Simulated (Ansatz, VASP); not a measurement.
# In3Se: VASP beside Ansatz

```
In Se
1.0
     4.64673    0.00000    0.00000
     0.00000    4.64673    0.00000
     0.00000    0.00000    4.93416
In Se
3 1
Direct
  0.00000 0.50000 0.50000
  0.50000 0.00000 0.50000
  0.50000 0.50000 0.00000
  0.00000 0.00000 0.00000
```

Change from the starting cell: strain -0.030 along x and y, +0.030 along z, atoms carried along.

Alike in both runs: task single point; functional PBE; k mesh 10 × 10 × 10; occupations gaussian, width 0.15 eV; no spin polarisation.

|  | VASP | Ansatz |
| --- | --- | --- |
| version | VASP 6.6.1 | Ansatz 0.2.0 |
| potentials or method | VASP PAW PBE potentials, release 64 (In_d, Se), cutoff 520 eV | scalar-relativistic, plane waves, PAW |
| valence electrons in the cell | 45 | 55 |

|  | VASP | Ansatz | Ansatz less VASP |
| --- | --- | --- | --- |
| gap on the k mesh at the Fermi level (eV) | none | none | - |
| pressure (GPa) | 1.1 | 1.1 | +0.02 |
| traceless stress, the component that is largest in VASP (GPa) | -0.34 | -0.34 | +0.002 |

A gap of «none» marks a metal or a gap that the smearing closes. VASP's potentials hold 45 valence electrons a cell and Ansatz's 55, so a difference there can come from the potentials and not from the codes.
